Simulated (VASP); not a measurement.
## ZrS: single point with r2SCAN

Crystal: ZrS.

```xyz
2
Lattice="0.0000 2.5594 2.5594 2.6250 -0.0656 2.6250 2.6250 2.6250 -0.0656" Properties=species:S:1:pos:R:3 pbc="T T T"
Zr    0.0000    0.0000    0.0000
S     2.6250    2.5594    2.5594
```

This cell differs from its parent crystal: strain -0.0500 x Voigt [0, 0, 0, 1, 0, 0].

```yaml
Program: VASP 6.6.1
Task: single point
Functional: r2SCAN
Potentials_or_basis: VASP PAW PBE potentials, release 64 (Zr_sv, S)
Cutoff: 520 eV
k_mesh: 16 × 16 × 16
Occupations: gaussian, width 0.15 eV
Spin: no spin polarisation
Dipole_correction: no
Further_INCAR_settings: ALGO = Normal; EDIFF = 1e-07; NBANDS = 16
```

```yaml
Pressure: -1.9 GPa
Band_gap_on_the_k_mesh: zero (bands 9 and 10 overlap by 2.87 eV)
```

Stress tensor (GPa, compression positive):
```
-2.07  0.00  0.00
 0.00 -1.79  1.44
 0.00  1.44 -1.79
```

Levels at points of the mesh, in eV from the Fermi level:
```csv
k point,band 7,band 8,band 9,band 10,band 11,band 12
"(0.00, 0.00, 0.00)",-3.99,-3.82,-1.68,-1.46,-1.14,-0.67
"(0.50, 0.00, 0.00)",-6.66,-6.43,1.41,1.54,2.00,2.14
"(0.00, 0.50, 0.00)",-6.44,-6.17,1.11,1.60,1.86,2.20
"(0.50, 0.50, 0.00)",-4.95,-4.95,-3.53,0.51,2.24,2.38
"(0.00, 0.50, 0.50)",-5.15,-4.73,-3.53,0.57,2.38,2.40
```

Run time: 35 min on 1 thread of Oxide Virtual Turin-like Processor (shared host), peak memory 0.42 GiB.

Caveat: the cell differs from its parent crystal (strain -0.0500 x Voigt [0, 0, 0, 1, 0, 0]); the PAW data sets were made with another functional, which shifts forces and pressure a little.
